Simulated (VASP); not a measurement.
# InAs (Fm-3m) in VASP: single point with PBEsol

Aim: the single point of InAs with PBEsol.

Everything below comes from runs of VASP 6.6.1. Logs are shortened: lines on timing, memory, paths and dates and some standing lists are left out, and cuts for length are marked.

### Step 1. The cell of the first run

It takes space group Fm-3m (No. 225, cubic). Conventional cell: a = 5.755 Å, b = 5.755 Å, c = 5.755 Å, α = 90.00°, β = 90.00°, γ = 90.00°. Within 3.8 Å of In (site symmetry m-3m) lie 6 As at 2.88 Å. As (site symmetry m-3m) has 6 In at 2.88 Å within 3.8 Å.

### Step 2. Single point, PBEsol

Input file INCAR:

```
PREC = Accurate
ENCUT = 500
EDIFF = 1E-6
ISMEAR = -1
SIGMA = 0.1
LREAL = False
LASPH = True
NELM = 120
ALGO = Normal
ISIF = 2
LWAVE = False
LCHARG = False
GGA = PS
NBANDS = 16
GGA_COMPAT = False
```

Input file KPOINTS:

```
Automatic mesh
0
Gamma
  6 6 6
```

Input file POSCAR:

```
InAs
1.0
    4.0691220000      0.0000000000      0.0000000000
    2.0345610000      3.5239630231      0.0000000000
    2.0345610000      1.1746543410      3.3224242004
In As
1 1
Direct
    0.5000000000      0.5000000000      0.5000000000
    0.0000000000      0.0000000000      0.0000000000
```

Potentials or basis: VASP PAW PBE potentials, release 64 (In_d, As).

On the command line:

```sh
$ cat potpaw_PBE.64/In_d/POTCAR potpaw_PBE.64/As/POTCAR > POTCAR
$ mpirun -np 1 vasp_std > vasp.out
```

OUTCAR:

```text
PREC = Accurate
   ENCUT = 500
   EDIFF = 1E-6
   ISMEAR = -1
   LREAL = False
   LASPH = True
   NELM = 120
   ISIF = 2
   GGA = PS

 ion  position               nearest neighbor table
   1  0.500  0.500  0.500-   2 2.88   2 2.88   2 2.88   2 2.88   2 2.88   2 2.88
   2  0.000  0.000  0.000-   1 2.88   1 2.88   1 2.88   1 2.88   1 2.88   1 2.88

  LATTYP: Found a face centered cubic cell.
 ALAT       =     5.7546075194

  Lattice vectors:

 A1 = (   4.0691220000,   0.0000000000,   0.0000000000)
 A2 = (   2.0345610000,   3.5239630231,   0.0000000000)
 A3 = (   2.0345610000,   1.1746543410,   3.3224242004)

Analysis of symmetry for initial positions (statically):
=====================================================================
 Subroutine PRICEL returns:
 Original cell was already a primitive cell.

 Routine SETGRP: Setting up the symmetry group for a
 face centered cubic supercell.

 Subroutine GETGRP returns: Found 48 space group operations
 (whereof 48 operations were pure point group operations)
 out of a pool of 48 trial point group operations.

The static configuration has the point symmetry O_h .

Analysis of symmetry for dynamics (positions and initial velocities):
=====================================================================
 Subroutine PRICEL returns:
 Original cell was already a primitive cell.

 Routine SETGRP: Setting up the symmetry group for a
 face centered cubic supercell.

 Subroutine GETGRP returns: Found 48 space group operations
 (whereof 48 operations were pure point group operations)
 out of a pool of 48 trial point group operations.

The dynamic configuration has the point symmetry O_h .

 Subroutine INISYM returns: Found 48 space group operations
 (whereof 48 operations are pure point group operations),
 and found     1 'primitive' translations

----------------------------------------------------------------------------------------

                                     Primitive cell

  volume of cell :      47.6417

  direct lattice vectors                    reciprocal lattice vectors
     4.069122000  0.000000000  0.000000000     0.245753261 -0.141885711 -0.100328349
     2.034561000  3.523963023  0.000000000     0.000000000  0.283771423 -0.100328349
     2.034561000  1.174654341  3.322424200     0.000000000  0.000000000  0.300985046

  length of vectors
     4.069122000  4.069122000  4.069122000     0.300985046  0.300985046  0.300985046

  position of ions in fractional coordinates (direct lattice)
     0.500000000  0.500000000  0.500000000
     0.000000000  0.000000000  0.000000000

  ion indices of the primitive-cell ions
   primitive index   ion index
                 1           1
                 2           2

----------------------------------------------------------------------------------------

 KPOINTS: Automatic mesh

Automatic generation of k-mesh.
 Grid dimensions read from file:
 generate k-points for:    6    6    6

 Generating k-lattice:

  Cartesian coordinates                     Fractional coordinates (reciprocal lattice)
     0.040958877 -0.023647619 -0.016721391     0.166666667  0.000000000  0.000000000
     0.000000000  0.047295237 -0.016721391     0.000000000  0.166666667 -0.000000000
     0.000000000  0.000000000  0.050164174     0.000000000  0.000000000  0.166666667

  Length of vectors
     0.050164174  0.050164174  0.050164174

  Shift w.r.t. Gamma in fractional coordinates (k-lattice)
     0.000000000  0.000000000  0.000000000

 Subroutine IBZKPT returns following result:
 ===========================================

 Found     16 irreducible k-points:

 Following reciprocal coordinates:
            Coordinates               Weight
  0.000000  0.000000  0.000000      1.000000
  0.166667 -0.000000 -0.000000      8.000000
  0.333333  0.000000 -0.000000      8.000000
  0.500000  0.000000  0.000000      4.000000
  0.166667  0.166667 -0.000000      6.000000
  0.333333  0.166667 -0.000000     24.000000
[... 8 lines left out ...]
 -0.333333  0.333333  0.166667     24.000000
 -0.333333  0.500000  0.166667     12.000000
   k-points           NKPTS =     16   k-points in BZ     NKDIM =     16   number of bands    NBANDS=     16
   number of dos      NEDOS =    301   number of ions     NIONS =      2
   total plane-waves  NPLWV =  27000
   dimension x,y,z NGX =    30 NGY =   30 NGZ =   30
   dimension x,y,z NGXF=    60 NGYF=   60 NGZF=   60
   ions per type =               1   1
   NGX,Y,Z   is equivalent  to a cutoff of  12.26, 12.26, 12.26 a.u.
   NGXF,Y,Z  is equivalent  to a cutoff of  24.51, 24.51, 24.51 a.u.
 SYSTEM =  unknown system
   PREC   = accura    normal or accurate (medium, high low for compatibility)
   ISTART =      0    job   : 0-new  1-cont  2-samecut
   ICHARG =      2    charge: 1-file 2-atom 10-const
   ISPIN  =      1    spin polarized calculation?
   LNONCOLLINEAR =      F non collinear calculations
   LSORBIT =      F    spin-orbit coupling
   LASPH  =      T    aspherical Exc in radial PAW
   ENCUT  =  500.0 eV  36.75 Ry    6.06 a.u.   7.42  7.42  7.42*2*pi/ulx,y,z
   NELM   =    120;   NELMIN=  2; NELMDL= -5     # of ELM steps
   EDIFF  = 0.1E-05   stopping-criterion for ELM
   LREAL  =      F    real-space projection
   EDIFFG = 0.1E-04   stopping-criterion for IOM
   NSW    =      0    number of steps for IOM
   IBRION =     -1    ionic relax: 0-MD 1-quasi-New 2-CG
   NFREE  =      0    steps in history (QN), initial steepest desc. (CG)
   ISIF   =      2    stress and relaxation
   ISYM   =      2    0-nonsym 1-usesym 2-fastsym
   POTIM  = 0.5000    time-step for ionic-motion
   TEBEG  =    0.0;   TEEND  =   0.0 temperature during run
   PSTRESS=    0.0 pullay stress
   NELECT =      18.0000    total number of electrons
   NUPDOWN=      -1.0000    fix difference up-down
   EMIN   =  10.00;   EMAX   =-10.00  energy-range for DOS
   EFERMI =   0.00;   METHOD = LEGACY
   ISMEAR =    -1;   SIGMA  =   0.10  broadening in eV -4-tet -1-fermi 0-gaus
   EFERMI_NEDOS =   21; number of points for ismear=-14 and -15
   IALGO  =     38    algorithm
   IMIX   =      4    mixing-type and parameters
     AMIX     =   0.40;   BMIX     =  1.00
     AMIX_MAG =   1.60;   BMIX_MAG =  1.00
  volume/ion in A,a.u.               =      23.82       160.75
  Fermi-wavevector in a.u.,A,eV,Ry     =   1.183505  2.236499 19.057451  1.400683
  Thomas-Fermi vector in A             =   2.319738
   LORBIT       =      0    0 simple, 1 ext, 2 COOP (PROOUT), +10 PAW based schemes
   GGA     = PS    functional components
   LHFCALC =     F    Hartree Fock is set to
   AEXX    =    0.0000 exact exchange contribution
   IVDW    =     0    specifies the selected vdW correction
   LEPSILON=     F    determine dielectric tensor
   LRPA    =     F    only Hartree local field effects (RPA)
 non-spin polarized calculation
  energy-cutoff  :      500.00
  volume of cell :       47.64
 maximum number of plane-waves:      1243
 NGX is ok and might be reduce to    30
   NGX = 15   NGY = 15   NGZ = 15

 number of electron      18.0000002 magnetization

 Free energy of the ion-electron system (eV)
  ---------------------------------------------------
  ext. energy  EPLUGINS =         0.00000000
  ---------------------------------------------------
  free energy    TOTEN  =        -8.23419668 eV

  energy without entropy =       -8.19761887  energy(sigma->0) =       -8.21590778

 E-fermi :   5.8509     XC(G=0): -10.2488

 val. band max:        5.8228071033   @ k =   0.3333   0.0000  -0.0000
 cond. band min:       5.9776770682   @ k =   0.5000   0.0000   0.0000
 fundamental gap:      0.1548699649
 Fermi energy:         5.8509249394

 k-point     1 :       0.0000    0.0000    0.0000
  band No.  band energies     occupation
      1      -8.4518      2.00000
      2      -8.4518      2.00000
      3      -8.4306      2.00000
      4      -8.4306      2.00000
      5      -8.4306      2.00000
      6      -6.3292      2.00000
[... 8 lines left out ...]
     15      13.2193      0.00000
     16      13.2193      0.00000

 k-point     2 :       0.1667   -0.0000   -0.0000
  band No.  band energies     occupation
      1      -8.4630      2.00000
      2      -8.4630      2.00000
      3      -8.4312      2.00000
      4      -8.4180      2.00000
      5      -8.4180      2.00000
      6      -6.0323      2.00000
[... 8 lines left out ...]
     15      13.7190      0.00000
     16      13.7190      0.00000

 k-point     3 :       0.3333    0.0000   -0.0000
  band No.  band energies     occupation
      1      -8.4887      2.00000
      2      -8.4887      2.00000
      3      -8.4346      2.00000
      4      -8.3893      2.00000
      5      -8.3893      2.00000
      6      -5.2481      2.00000
[... 8 lines left out ...]
     15      15.5056      0.00000
     16      15.5056      0.00000

 k-point     4 :       0.5000    0.0000    0.0000
  band No.  band energies     occupation
      1      -8.5018      2.00000
      2      -8.5018      2.00000
      3      -8.4370      2.00000
      4      -8.3745      2.00000
      5      -8.3745      2.00000
      6      -4.6504      2.00000
[... 8 lines left out ...]
     15      17.5933      0.00000
     16      17.5933      0.00000
[... 172 lines left out ...]
 k-point    14 :       0.5000    0.3333    0.1667
  band No.  band energies     occupation
      1      -8.5943      2.00000
      2      -8.4606      2.00000
      3      -8.4359      2.00000
      4      -8.3862      2.00000
      5      -8.3727      2.00000
      6      -4.5135      2.00000
[... 8 lines left out ...]
     15      17.5611      0.00000
     16      17.7210      0.00000

 k-point    15 :      -0.3333    0.3333    0.1667
  band No.  band energies     occupation
      1      -8.6121      2.00000
      2      -8.4695      2.00000
      3      -8.4150      2.00000
      4      -8.4056      2.00000
      5      -8.3609      2.00000
      6      -4.0133      2.00000
[... 8 lines left out ...]
     15      15.5288      0.00000
     16      19.0772      0.00000

 k-point    16 :      -0.3333    0.5000    0.1667
  band No.  band energies     occupation
      1      -8.6689      2.00000
      2      -8.4466      2.00000
      3      -8.4414      2.00000
      4      -8.3825      2.00000
      5      -8.3503      2.00000
      6      -3.7607      2.00000
[... 8 lines left out ...]
     15      17.3463      0.00000
     16      19.9389      0.00000

------------------------ aborting loop because EDIFF is reached ----------------------------------------

  FORCE on cell =-STRESS in cart. coord.  units (eV):
  Direction    XX          YY          ZZ          XY          YZ          ZX
  --------------------------------------------------------------------------------------
  -------------------------------------------------------------------------------------
  Total       -0.9212219     -0.9212219     -0.9212219      0.0000000      0.0000000      0.0000000
  in kB      -30.9804474    -30.9804474    -30.9804474      0.0000000      0.0000000      0.0000000
  external PRESSURE =     -30.9804474 kB  Pullay stress =       0.0000000 kB

 VOLUME and BASIS-vectors are now :
 -----------------------------------------------------------------------------
  energy-cutoff  :      500.00
  volume of cell :       47.64
      direct lattice vectors                 reciprocal lattice vectors
     4.069122000  0.000000000  0.000000000     0.245753261 -0.141885711 -0.100328349
     2.034561000  3.523963023  0.000000000     0.000000000  0.283771423 -0.100328349
     2.034561000  1.174654341  3.322424200     0.000000000  0.000000000  0.300985046

 POSITION                                       TOTAL-FORCE (eV/Angst)
 -----------------------------------------------------------------------------------
      4.06912      2.34931      1.66121         0.000000      0.000000      0.000000
      0.00000      0.00000      0.00000        -0.000000     -0.000000      0.000000
 -----------------------------------------------------------------------------------
    total drift:                                0.000000      0.000000     -0.000000

  FREE ENERGIE OF THE ION-ELECTRON SYSTEM (eV)
  ---------------------------------------------------
  free  energy   TOTEN  =        -8.2341966792 eV

  energy  without entropy=       -8.1976188716  energy(sigma->0) =       -8.21590778
```

Run time: 14 s. Hardware: 1 thread of Intel Xeon Platinum 8488C (Sapphire Rapids), shared host; peak memory 0.17 GiB.

What came out:

```
Free energy            : -8.2342 eV
Pressure               : -3.1 GPa
Band gap on the k mesh : zero (band 9 reaches 6.17 eV, above the bottom of band 10 at 3.55 eV)
```

Caveat: the PAW data sets were made with another functional, which shifts forces and pressure a little; spin-orbit coupling is left out, which moves the levels of the heavy elements.
